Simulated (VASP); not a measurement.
A run of VASP 6.6.1:

Contents of POSCAR:

```
SnO2
1.0
    4.7449493697      0.0000000000      0.0000000000
    0.0000000000      4.7449493697      0.0000000000
    0.0000000000      0.0000000000      3.1985555025
Sn O
2 4
Direct
    0.0000000000      0.0000000000      0.0000000000
    0.5000000000      0.5000000000      0.5000000000
    0.3057565585      0.3057565585      0.0000000000
    0.6942434415      0.6942434415      0.0000000000
    0.1942434415      0.8057565585      0.5000000000
    0.8057565585      0.1942434415      0.5000000000
```

The input INCAR.step1:

```
SYSTEM = SnO2
ALGO = Normal
EDIFF = 1E-5
ENCUT = 660
GGA = PE
GGA_COMPAT = .False.
ISMEAR = 0
LASPH = .True.
LCHARG = .False.
LREAL = .False.
LWAVE = .True.
NBANDS = 35
NELM = 120
PREC = Accurate
SIGMA = 0.02
```

File INCAR.step2:

```
SYSTEM = SnO2
ALGO = Normal
BPARAM = 11.95
CPARAM = 0.0093
EDIFF = 1E-6
ENCUT = 660
GGA_COMPAT = .False.
ISIF = 2
ISMEAR = 0
ISTART = 1
IVDW_NL = 2
LASPH = .True.
LCHARG = .False.
LMIXTAU = .True.
LREAL = .False.
LUSE_VDW = .True.
LWAVE = .False.
METAGGA = R2SCAN
NBANDS = 35
NELM = 120
PREC = Accurate
SIGMA = 0.02
```

Contents of KPOINTS:

```
k-points
0
Gamma
  6 6 8
  0 0 0
```

Potentials or basis: VASP PAW PBE potentials, release 64 (Sn_d, O).

The run is started by

```sh
$ cat potpaw_PBE.64/Sn_d/POTCAR potpaw_PBE.64/O/POTCAR > POTCAR
$ cp INCAR.step1 INCAR
$ mpirun -np 1 vasp_std > vasp.out
$ cp INCAR.step2 INCAR
$ mpirun -np 1 vasp_std > vasp.out
```

Hardware: 1 thread of Oxide Virtual Turin-like Processor, on a shared host.

**Question.** How long does it take, and how much memory?

**Answer.** Wall time 11 min on 1 thread of Oxide Virtual Turin-like Processor (shared host), peak memory 0.45 GiB. Counts: k points 50.
